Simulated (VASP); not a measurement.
GdO:

```
Gd O
1.0
     0.00000    2.70000    2.70000
     2.70000    0.00000    2.70000
     2.70000    2.70000    0.00000
Gd O
1 1
Cartesian
  0.0000 0.0000 0.0000
  4.0500 4.0500 4.0500
```

Base run:

* Program: VASP 6.6.1
* Functional: PBE
* Potentials or basis: VASP PAW PBE potentials, release 64 (Gd, O)
* Cutoff: 520 eV
* k mesh: 7 × 7 × 7
* Occupations: fermi-dirac, width 0.05 eV
* Spin: collinear spin, ferromagnetic start
* Starting moments: [7.0, 0.0] μB
* Fixed moment: 7 μB

Its results: pressure -0.7 GPa; site moments Gd +6.69; O -0.06 μB.

Problem. The run is repeated on the same cell with these changes: fixed moment from 7 μB to 10.5 μB; moments at the start from [7.0, 0.0] to [10.5, 0.0]. What comes out?

Solution. Pressure 16.3 GPa; site moments Gd +7.54; O +1.05 μB.

Caveats: the total moment is fixed, so each spin has its own Fermi level and the state may be an excited one; a cell with one magnetic atom can't hold antiferromagnetic order, which such compounds often take; the cell stands under pressure (at least some runs).
